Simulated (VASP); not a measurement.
# FeSi: relaxation of cell and atoms with PBE

FeSi:

```
Fe Si
1.0
     4.44578    0.00000    0.00000
     0.00000    4.44578    0.00000
     0.00000    0.00000    4.44578
Fe Si
4 4
Cartesian
  0.6067 0.6067 0.6067
  1.6162 3.8391 2.8295
  2.8295 1.6162 3.8391
  3.8391 2.8295 1.6162
  3.7395 3.7395 3.7395
  2.9292 0.7063 1.5166
  1.5166 2.9292 0.7063
  0.7063 1.5166 2.9292
```

| Item | Value |
| --- | --- |
| Program | VASP 6.6.1 |
| Task | relaxation of cell and atoms |
| Functional | PBE |
| Potentials or basis | VASP PAW PBE potentials, release 64 (Fe, Si) |
| Cutoff | 600 eV |
| k mesh | 8 × 8 × 8 |
| Occupations | gaussian, width 0.01 eV |
| Spin | no spin polarisation |
| Dipole correction | no |
| Further INCAR settings | ALGO = Normal; EDIFF = 1e-06; IBRION = 2; EDIFFG = -0.005; NSW = 100; ISIF = 3 |

```yaml
Relaxed_volume: 11.00 Å³/atom
Relaxed_cell: a = 4.448 Å, b = 4.448 Å, c = 4.448 Å, α = 90.00°, β = 90.00°, γ = 90.00°
Space_group_after_relaxing_to_0.1_Å: P2_13 (No. 198)
Energy_gained_by_relaxing: 0.0 meV/atom
Ionic_steps: 6
Pressure_after_relaxing: 0.0 GPa
Largest_force_after_relaxing: 0.004 eV/Å
Band_gap_on_the_k_mesh: 0.16 eV (least direct gap 0.17 eV)
```

Forces in eV/Å, atoms in the order of the input:
```
Fe  -0.002 -0.002 -0.002
Fe   0.002  0.002 -0.002
Fe  -0.002  0.002  0.002
Fe   0.002 -0.002  0.002
Si   0.002  0.002  0.002
Si  -0.002 -0.002  0.002
Si   0.002 -0.002 -0.002
Si  -0.002  0.002 -0.002
```

Step by step:
```csv
step,energy change (eV),largest force (eV/Å),pressure (GPa),volume (Å³)
1,0.0000,0.0417,0.32,87.87
2,-0.0002,0.0146,-0.40,88.15
3,-0.0003,0.0247,-0.11,88.04
4,-0.0004,0.0053,0.01,88.00
5,-0.0004,0.0052,0.04,88.00
6,-0.0004,0.0035,-0.04,88.03
```

Final structure:
```
Fe Si
1.0
     4.44847    0.00000    0.00000
     0.00000    4.44847    0.00000
     0.00000    0.00000    4.44847
Fe Si
4 4
Cartesian
  0.6068 0.6068 0.6068
  1.6175 3.8417 2.8310
  2.8310 1.6175 3.8417
  3.8417 2.8310 1.6175
  3.7401 3.7401 3.7401
  2.9327 0.7084 1.5158
  1.5158 2.9327 0.7084
  0.7084 1.5158 2.9327
```

Levels at points of the mesh, in eV from the valence-band top:
```csv
k point,band 22,band 23,band 24,band 25,band 26,band 27
"(0.00, 0.00, 0.00)",-0.29,-0.04,-0.04,0.66,0.66,0.66
"(0.50, 0.00, 0.00)",-0.38,-0.01,-0.01,0.20,0.20,1.72
"(0.50, 0.50, 0.00)",-1.01,-0.36,-0.36,0.64,0.64,1.30
"(0.50, 0.50, 0.50)",-0.67,-0.67,-0.67,0.50,0.50,0.50
```

It took 5.4 min on 1 thread of Oxide Virtual Turin-like Processor, on a shared host, peak memory 0.25 GiB.

A k mesh can miss the band edges. Spin polarisation is off, so any magnetic state and its effect on volume and gap are missing.
